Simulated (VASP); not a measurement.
# W (Fm-3m) in VASP: a series of runs

Runs on W. Level: PBEsol. Tasks: single point, relaxation of cell and atoms.

Program: VASP 6.6.1. These are calculated values, not measurements. Logs are shortened: lines on timing, memory, paths and dates and some standing lists are left out, and cuts for length are marked.

**1. The cell of the first run**

Symmetry: Fm-3m, No. 225, cubic system. The conventional cell has a = 3.884 Å, b = 3.884 Å, c = 3.884 Å, α = 90.00°, β = 90.00°, γ = 90.00°. W (site symmetry m-3m) has 12 W at 2.75 Å within 3.6 Å.

**2. Single point, PBEsol**

Input file INCAR:

```
ALGO     = Normal         # electronic algorithm
EDIFF    = 1E-6           # SCF threshold, eV
ENCUT    = 520            # plane-wave cutoff, eV
GGA      = PS             # functional
ISIF     = 2              # what is computed and relaxed
ISMEAR   = -1             # smearing method
LASPH    = T              # aspherical terms in the spheres
LCHARG   = T              # write CHGCAR
LELF     = T              # ELF
LREAL    = F              # projectors in reciprocal space
LVHAR    = T            
LWAVE    = F              # write WAVECAR
NBANDS   = 13             # bands
NELM     = 80             # most SCF steps
PREC     = Accurate       # precision mode
SIGMA    = 0.1            # smearing width, eV
```

Input file KPOINTS:

```
k-points
0
Gamma
  17 17 17
```

Input file POSCAR:

```
W
1.0
    0.0000000000      1.9421702303      1.9421702303
    1.9421702303      0.0000000000      1.9421702303
    1.9421702303      1.9421702303      0.0000000000
W
1
Direct
    0.0000000000      0.0000000000      0.0000000000
```

Potentials or basis: VASP PAW PBE potentials, release 64 (W_sv).

Command:

```bash
$ cat potpaw_PBE.64/W_sv/POTCAR > POTCAR
$ mpirun -np 1 vasp_std > vasp.out
```

OUTCAR:

```text
EDIFF = 1E-6
   ENCUT = 520
   GGA = PS
   ISIF = 2
   ISMEAR = -1
   LASPH = T
   LREAL = F
   NELM = 80
   PREC = Accurate

 ion  position               nearest neighbor table
   1  0.000  0.000  0.000-

  LATTYP: Found a face centered cubic cell.
 ALAT       =     3.8843404606

  Lattice vectors:

 A1 = (   0.0000000000,   1.9421702303,   1.9421702303)
 A2 = (   1.9421702303,   0.0000000000,   1.9421702303)
 A3 = (   1.9421702303,   1.9421702303,   0.0000000000)

Analysis of symmetry for initial positions (statically):
=====================================================================
 Subroutine PRICEL returns:
 Original cell was already a primitive cell.

 Routine SETGRP: Setting up the symmetry group for a
 face centered cubic supercell.

 Subroutine GETGRP returns: Found 48 space group operations
 (whereof 48 operations were pure point group operations)
 out of a pool of 48 trial point group operations.

The static configuration has the point symmetry O_h .

Analysis of symmetry for dynamics (positions and initial velocities):
=====================================================================
 Subroutine PRICEL returns:
 Original cell was already a primitive cell.

 Routine SETGRP: Setting up the symmetry group for a
 face centered cubic supercell.

 Subroutine GETGRP returns: Found 48 space group operations
 (whereof 48 operations were pure point group operations)
 out of a pool of 48 trial point group operations.

The dynamic configuration has the point symmetry O_h .

 Subroutine INISYM returns: Found 48 space group operations
 (whereof 48 operations are pure point group operations),
 and found     1 'primitive' translations

----------------------------------------------------------------------------------------

                                     Primitive cell

  volume of cell :      14.6518

  direct lattice vectors                    reciprocal lattice vectors
     0.000000000  1.942170230  1.942170230    -0.257443963  0.257443963  0.257443963
     1.942170230  0.000000000  1.942170230     0.257443963 -0.257443963  0.257443963
     1.942170230  1.942170230  0.000000000     0.257443963  0.257443963 -0.257443963

  length of vectors
     2.746643480  2.746643480  2.746643480     0.445906023  0.445906023  0.445906023

  position of ions in fractional coordinates (direct lattice)
     0.000000000  0.000000000  0.000000000

  ion indices of the primitive-cell ions
   primitive index   ion index
                 1           1

----------------------------------------------------------------------------------------
[... 80 lines left out ...]
   PSTRESS=    0.0 pullay stress
   NELECT =      14.0000    total number of electrons
   NUPDOWN=      -1.0000    fix difference up-down
   EMIN   =  10.00;   EMAX   =-10.00  energy-range for DOS
   EFERMI =   0.00;   METHOD = LEGACY
   ISMEAR =    -1;   SIGMA  =   0.10  broadening in eV -4-tet -1-fermi 0-gaus
   EFERMI_NEDOS =   21; number of points for ismear=-14 and -15
   IALGO  =     38    algorithm
   IMIX   =      4    mixing-type and parameters
     AMIX     =   0.40;   BMIX     =  1.00
     AMIX_MAG =   1.60;   BMIX_MAG =  1.00
  volume/ion in A,a.u.               =      14.65        98.88
  Fermi-wavevector in a.u.,A,eV,Ry     =   1.612452  3.047093 35.375182  2.600003
  Thomas-Fermi vector in A             =   2.707680
   LORBIT       =      0    0 simple, 1 ext, 2 COOP (PROOUT), +10 PAW based schemes
   GGA     = PS    functional components
   LHFCALC =     F    Hartree Fock is set to
   AEXX    =    0.0000 exact exchange contribution
   IVDW    =     0    specifies the selected vdW correction
   LEPSILON=     F    determine dielectric tensor
   LRPA    =     F    only Hartree local field effects (RPA)
 non-spin polarized calculation
  energy-cutoff  :      520.00
  volume of cell :       14.65
 maximum number of plane-waves:       411
   NGX = 11   NGY = 11   NGZ = 11

 number of electron      14.0000003 magnetization

 Free energy of the ion-electron system (eV)
  ---------------------------------------------------
  ext. energy  EPLUGINS =         0.00000000
  ---------------------------------------------------
  free energy    TOTEN  =       -13.19898260 eV

  energy without entropy =      -13.16252810  energy(sigma->0) =      -13.18075535

 E-fermi :  11.9455     XC(G=0): -14.1999

 val. band max:       11.9327624294   @ k =   0.3529   0.2941   0.0000
 cond. band min:      11.9572884796   @ k =  -0.4706   0.3529   0.0588
 fundamental gap:      0.0245260502
 Fermi energy:        11.9455302032

 k-point     1 :       0.0000    0.0000    0.0000
  band No.  band energies     occupation
      1     -61.4844      2.00000
      2     -24.9303      2.00000
      3     -24.9303      2.00000
      4     -24.9303      2.00000
      5       2.3566      2.00000
      6      11.2180      1.99862
      7      11.2180      1.99862
      8      11.2180      1.99862
      9      14.8810      0.00000
     10      14.8810      0.00000
     11      24.8885      0.00000
     12      30.6516      0.00000
     13      30.6516      0.00000
[... 354 lines left out ...]
  band No.  band energies     occupation
      1     -61.4488      2.00000
      2     -25.2727      2.00000
      3     -25.0167      2.00000
      4     -24.9575      2.00000
      5       3.4079      2.00000
      6      10.4619      2.00000
      7      11.6662      1.88465
      8      11.6851      1.86229
      9      14.1331      0.00000
     10      14.9077      0.00000
     11      26.8127      0.00000
     12      28.3409      0.00000
     13      31.7831      0.00000

 [... further k-points ...]

------------------------ aborting loop because EDIFF is reached ----------------------------------------

  FORCE on cell =-STRESS in cart. coord.  units (eV):
  Direction    XX          YY          ZZ          XY          YZ          ZX
  --------------------------------------------------------------------------------------
  -------------------------------------------------------------------------------------
  Total        2.9482826      2.9482826      2.9482826      0.0000000      0.0000000      0.0000000
  in kB      322.3946471    322.3946471    322.3946471      0.0000000      0.0000000      0.0000000
  external PRESSURE =     322.3946471 kB  Pullay stress =       0.0000000 kB

 VOLUME and BASIS-vectors are now :
 -----------------------------------------------------------------------------
  energy-cutoff  :      520.00
  volume of cell :       14.65
      direct lattice vectors                 reciprocal lattice vectors
     0.000000000  1.942170230  1.942170230    -0.257443963  0.257443963  0.257443963
     1.942170230  0.000000000  1.942170230     0.257443963 -0.257443963  0.257443963
     1.942170230  1.942170230  0.000000000     0.257443963  0.257443963 -0.257443963

 POSITION                                       TOTAL-FORCE (eV/Angst)
 -----------------------------------------------------------------------------------
      0.00000      0.00000      0.00000         0.000000      0.000000      0.000000
 -----------------------------------------------------------------------------------
    total drift:                               -0.000000     -0.000000     -0.000000

  FREE ENERGIE OF THE ION-ELECTRON SYSTEM (eV)
  ---------------------------------------------------
  free  energy   TOTEN  =       -13.1989825964 eV

  energy  without entropy=      -13.1625280993  energy(sigma->0) =      -13.18075535
```

Run time: 25 s. Hardware: 1 thread of AMD EPYC 7R43 (Zen 3), shared host; peak memory 0.11 GiB.

What came out:

| Item | Value |
| --- | --- |
| Free energy | -13.1990 eV |
| Pressure | 32.2 GPa |
| Band gap on the k mesh | zero (band 7 reaches 15.56 eV, above the bottom of band 8 at 11.22 eV) |

Caveat: the PAW data sets were made with another functional, which shifts forces and pressure a little; spin-orbit coupling is left out, which moves the levels of the heavy elements.

**3. Single point, PBEsol**

Input file INCAR:

```
  ALGO = Normal
  EDIFF = 1E-6
  ENCUT = 520
  GGA = PS
  ISIF = 2
  ISMEAR = -1
  LASPH = T
  LCHARG = T
  LELF = T
  LREAL = F
  LVHAR = T
  LWAVE = F
  NBANDS = 13
  NELM = 100
  PREC = Accurate
  SIGMA = 0.1
```

KPOINTS is that of step 2.

Input file POSCAR:

```
W
1.0
    0.0000000000      1.9420036851      1.9420036851
    1.9420036851      0.0000000000      1.9420036851
    1.9420036851      1.9420036851      0.0000000000
W
1
Direct
    0.0000000000      0.0000000000      0.0000000000
```

Potentials or basis: VASP PAW PBE potentials, release 64 (W_sv).

Command:

```bash
$ cat potpaw_PBE.64/W_sv/POTCAR > POTCAR
$ mpirun -np 1 vasp_std > vasp.out
```

Wall time 26 s (1 thread of AMD EPYC 7R43 (Zen 3), shared host); peak memory 0.11 GiB.

The run converged. Its results:

```yaml
Free_energy: -13.1982 eV
Pressure: 32.3 GPa
Band_gap_on_the_k_mesh: zero (band 7 reaches 15.56 eV, above the bottom of band 8 at 11.22 eV)
```

Levels at points of the mesh, in eV from the Fermi level:
| k point | band 3 | band 4 | band 5 | band 6 | band 7 | band 8 | band 9 | band 10 | band 11 | band 12 |
| --- | --- | --- | --- | --- | --- | --- | --- | --- | --- | --- |
| (0.00, 0.00, 0.00) | -36.87 | -36.87 | -9.59 | -0.73 | -0.73 | -0.73 | 2.94 | 2.94 | 12.94 | 18.71 |

Caveat: the PAW data sets were made with another functional, which shifts forces and pressure a little; spin-orbit coupling is left out, which moves the levels of the heavy elements.

**4. Relaxation of cell and atoms, PBEsol, target pressure 31 GPa, at which the enthalpy is minimised**

Input file INCAR:

```
ALGO = Normal ; EDIFF = 1E-7
EDIFFG = -0.005 ; ENCUT = 600
GGA = PS ; IBRION = 2
ISIF = 3 ; ISMEAR = -1
LASPH = True ; LCHARG = False
LREAL = False ; LWAVE = False
NELM = 60 ; NSW = 32
PREC = Accurate ; PSTRESS = 310.0
SIGMA = 0.1
```

KPOINTS is that of step 3.

Input file POSCAR:

```
W
1.0
    0.0000000000      1.9421702303      1.9421702303
    1.9421702303      0.0000000000      1.9421702303
    1.9421702303      1.9421702303      0.0000000000
W
1
Direct
    0.0000000000      0.0000000000      0.0000000000
```

Potentials or basis: VASP PAW PBE potentials, release 64 (W_sv).

Command:

```bash
$ cat potpaw_PBE.64/W_sv/POTCAR > POTCAR
$ mpirun -np 1 vasp_std > vasp.out
```

OUTCAR:

```text
EDIFF = 1E-7
   EDIFFG = -0.005
   ENCUT = 600
   GGA = PS
   IBRION = 2
   ISIF = 3
   ISMEAR = -1
   LASPH = True
   LREAL = False
   NELM = 60
   NSW = 32
   PREC = Accurate
   PSTRESS = 310.0

 ion  position               nearest neighbor table
   1  0.000  0.000  0.000-

  LATTYP: Found a face centered cubic cell.
 ALAT       =     3.8843404606

  Lattice vectors:

 A1 = (   0.0000000000,   1.9421702303,   1.9421702303)
 A2 = (   1.9421702303,   0.0000000000,   1.9421702303)
 A3 = (   1.9421702303,   1.9421702303,   0.0000000000)

Analysis of symmetry for initial positions (statically):
=====================================================================
 Subroutine PRICEL returns:
 Original cell was already a primitive cell.

 Routine SETGRP: Setting up the symmetry group for a
 face centered cubic supercell.

 Subroutine GETGRP returns: Found 48 space group operations
 (whereof 48 operations were pure point group operations)
 out of a pool of 48 trial point group operations.

The static configuration has the point symmetry O_h .

Analysis of symmetry for dynamics (positions and initial velocities):
=====================================================================
[... 165 lines left out ...]
  Total        2.9547382      2.9547382      2.9547382      0.0000000      0.0000000      0.0000000
  in kB      323.1005649    323.1005649    323.1005649      0.0000000      0.0000000      0.0000000
  external PRESSURE =      13.1005649 kB  Pullay stress =     310.0000000 kB
[... 61 lines left out ...]
--------------------------------------- Ionic step        3  -------------------------------------------

 number of electron      14.0000002 magnetization

 Free energy of the ion-electron system (eV)
  ---------------------------------------------------
  ext. energy  EPLUGINS =         0.00000000
  ---------------------------------------------------
  free energy    TOTEN  =       -13.20811304 eV

  energy without entropy =      -13.17150383  energy(sigma->0) =      -13.18980843

 E-fermi :  11.8991     XC(G=0): -14.1819

 val. band max:       11.8817082649   @ k =  -0.3529   0.1765   0.0588
 cond. band min:      11.9049576293   @ k =  -0.4706   0.3529   0.0588
 fundamental gap:      0.0232493644
 Fermi energy:        11.8990534138

 k-point     1 :       0.0000    0.0000    0.0000
  band No.  band energies     occupation
      1     -61.5356      2.00000
      2     -24.9876      2.00000
      3     -24.9876      2.00000
      4     -24.9876      2.00000
      5       2.3255      2.00000
      6      11.1766      1.99854
      7      11.1766      1.99854
      8      11.1766      1.99854
      9      14.8236      0.00000
     10      14.8236      0.00000
     11      24.8396      0.00000
[... 309 lines left out ...]
 k-point    24 :      -0.1176    0.0588    0.0000
  band No.  band energies     occupation
      1     -61.5006      2.00000
      2     -25.3264      2.00000
      3     -25.0731      2.00000
      4     -25.0145      2.00000
      5       3.3729      2.00000
      6      10.4234      2.00000
      7      11.6231      1.88093
      8      11.6415      1.85849
      9      14.0800      0.00000
     10      14.8507      0.00000
     11      26.7568      0.00000

 [... further k-points ...]
[... 5 lines left out ...]
  --------------------------------------------------------------------------------------
  -------------------------------------------------------------------------------------
  Total        2.8432651      2.8432651      2.8432651     -0.0000000     -0.0000000      0.0000000
  in kB      309.9464809    309.9464809    309.9464809     -0.0000000     -0.0000000      0.0000000
  external PRESSURE =      -0.0535191 kB  Pullay stress =     310.0000000 kB
[... 20 lines left out ...]
  energy  without entropy=      -13.1715038253  energy(sigma->0) =      -13.18980843

  enthalpy is  TOTEN    =       -10.3643569399 eV   P V=        2.8437560982

 reached required accuracy - stopping structural energy minimisation
```

OSZICAR:

```text
N       E                     dE             d eps       ncg     rms          rms(c)
DAV:   1     0.834138473712E+02    0.83414E+02   -0.85019E+03  3646   0.161E+03
DAV:   2    -0.120818260549E+02   -0.95496E+02   -0.92415E+02  3917   0.360E+02
DAV:   3    -0.137723055644E+02   -0.16905E+01   -0.16685E+01  4100   0.460E+01
[... 21 lines left out ...]
DAV:   2    -0.132119288478E+02    0.21925E-01   -0.31167E-02  3744   0.249E+00    0.535E-01
DAV:   3    -0.132080537315E+02    0.38751E-02   -0.10250E-02  3831   0.138E+00    0.387E-01
DAV:   4    -0.132081191299E+02   -0.65398E-04   -0.26884E-04  3747   0.224E-01    0.503E-02
DAV:   5    -0.132081135623E+02    0.55676E-05   -0.19077E-05  3915   0.589E-02    0.355E-03
DAV:   6    -0.132081129769E+02    0.58544E-06   -0.23874E-07  3563   0.701E-03    0.991E-04
DAV:   7    -0.132081130381E+02   -0.61199E-07   -0.12841E-08  1947   0.157E-03
   3 F= -.10364357E+02 E0= -.10346052E+02  d E =-.182899E-03
```

CONTCAR:

```text
W
   1.00000000000000
     0.0000000000000000    1.9441827227831459    1.9441827227831459
     1.9441827227831459   -0.0000000000000000    1.9441827227831459
     1.9441827227831459    1.9441827227831459   -0.0000000000000000
  W
     1
Direct
     0.0000000000000000    0.0000000000000000    0.0000000000000000

  0.00000000E+00  0.00000000E+00  0.00000000E+00
```

Wall time 80 s (1 thread of AMD EPYC 7R43 (Zen 3), shared host); peak memory 0.14 GiB.

Results:

```
Free energy                                            : -13.2081 eV
Relaxed volume                                         : 14.70 Å³/atom
Relaxed cell                                           : a = 2.749 Å, b = 2.749 Å, c = 2.749 Å, α = 60.00°, β = 60.00°, γ = 60.00°
Space group after relaxing (to 0.05 Å)                 : Fm-3m (No. 225)
Energy change on relaxing (the enthalpy is what falls) : -9.0 meV/atom
Ionic steps                                            : 3
Pressure after relaxing                                : 31.0 GPa
Band gap on the k mesh                                 : zero (band 7 reaches 15.49 eV, above the bottom of band 8 at 11.18 eV)
```

Step by step:
```tsv
step	energy change (eV)	largest force (eV/Å)	pressure (GPa)	volume (Å³)
1	0.0000	0.0000	32.31	14.65
2	-0.0458	0.0000	25.19	14.91
3	-0.0090	0.0000	30.99	14.70
```

Final structure:
```
CELL_PARAMETERS angstrom
0.00000 1.94418 1.94418
1.94418 0.00000 1.94418
1.94418 1.94418 0.00000
ATOMIC_POSITIONS crystal
W 0.00000 0.00000 0.00000
```

Caveat: the cell is relaxed towards a set pressure, so the enthalpy falls and the energy may rise; the PAW data sets were made with another functional, which shifts forces and pressure a little; spin-orbit coupling is left out, which moves the levels of the heavy elements.

**5. Relaxation of cell and atoms, PBEsol, target pressure 31 GPa, at which the enthalpy is minimised**

Input file INCAR:

```
  ALGO = Normal
  EDIFF = 1E-6
  EDIFFG = -0.005
  ENCUT = 600
  GGA = PS
  IBRION = 2
  ISIF = 3
  ISMEAR = -1
  LASPH = T
  LCHARG = F
  LREAL = F
  LWAVE = F
  NELM = 80
  NSW = 60
  PREC = Accurate
  PSTRESS = 310.0
  SIGMA = 0.1
```

KPOINTS is that of step 4.

Input file POSCAR:

```
W
1.0
    0.0000000000      1.9426592704      1.9426592704
    1.9426592704      0.0000000000      1.9426592704
    1.9426592704      1.9426592704      0.0000000000
W
1
Direct
    0.0000000000      0.0000000000      0.0000000000
```

Command:

```bash
$ cat potpaw_PBE.64/W_sv/POTCAR > POTCAR
$ mpirun -np 1 vasp_std > vasp.out
```

Run time: 73 s. Hardware: 1 thread of AMD EPYC 7R43 (Zen 3), shared host; peak memory 0.13 GiB.

It converged, with:

```
Free energy                                            : -13.2080 eV
Relaxed volume                                         : 14.70 Å³/atom
Relaxed cell                                           : a = 2.749 Å, b = 2.749 Å, c = 2.749 Å, α = 60.00°, β = 60.00°, γ = 60.00°
Space group after relaxing (to 0.05 Å)                 : Fm-3m (No. 225)
Energy change on relaxing (the enthalpy is what falls) : -6.7 meV/atom
Ionic steps                                            : 3
Pressure after relaxing                                : 31.0 GPa
Band gap on the k mesh                                 : zero (band 7 reaches 15.49 eV, above the bottom of band 8 at 11.18 eV)
```

Step by step:
```tsv
step	energy change (eV)	largest force (eV/Å)	pressure (GPa)	volume (Å³)
1	0.0000	0.0000	31.98	14.66
2	-0.0348	0.0000	26.65	14.85
3	-0.0067	0.0000	31.00	14.70
```

Final structure:
```
W
1.0
     0.00000    1.94417    1.94417
     1.94417    0.00000    1.94417
     1.94417    1.94417    0.00000
W
1
Direct
  0.00000 0.00000 0.00000
```

Levels at points of the mesh, in eV from the Fermi level:
| k point | band 3 | band 4 | band 5 | band 6 | band 7 | band 8 | band 9 | band 10 | band 11 |
| --- | --- | --- | --- | --- | --- | --- | --- | --- | --- |
| (0.00, 0.00, 0.00) | -36.89 | -36.89 | -9.57 | -0.72 | -0.72 | -0.72 | 2.92 | 2.92 | 12.94 |

Caveat: the cell is relaxed towards a set pressure, so the enthalpy falls and the energy may rise; the PAW data sets were made with another functional, which shifts forces and pressure a little; spin-orbit coupling is left out, which moves the levels of the heavy elements.

**6. Overview**

```csv
task,cell,cutoff (eV),gap on the mesh (eV),pressure (GPa)
single point,"a = 2.747 Å, angles 60.0°, 1 atom",520,none,32.2
single point,"a = 2.746 Å, angles 60.0°, 1 atom",520,none,32.3
relaxation of cell and atoms,"relaxed to 31 GPa from a = 2.747 Å, angles 60.0°, 1 atom",600,none,31.0
```

Alike in all rows: level PBEsol; potentials or basis VASP PAW PBE potentials, release 64 (W_sv); no spin polarisation; k mesh 17 × 17 × 17; smearing fermi-dirac 0.1 eV.

Caveats: the PAW data sets were made with another functional, which shifts forces and pressure a little; spin-orbit coupling is left out, which moves the levels of the heavy elements; the cell is relaxed towards a set pressure, so the enthalpy falls and the energy may rise (some runs).

Absolute energies hang on the potentials; compare differences alone.
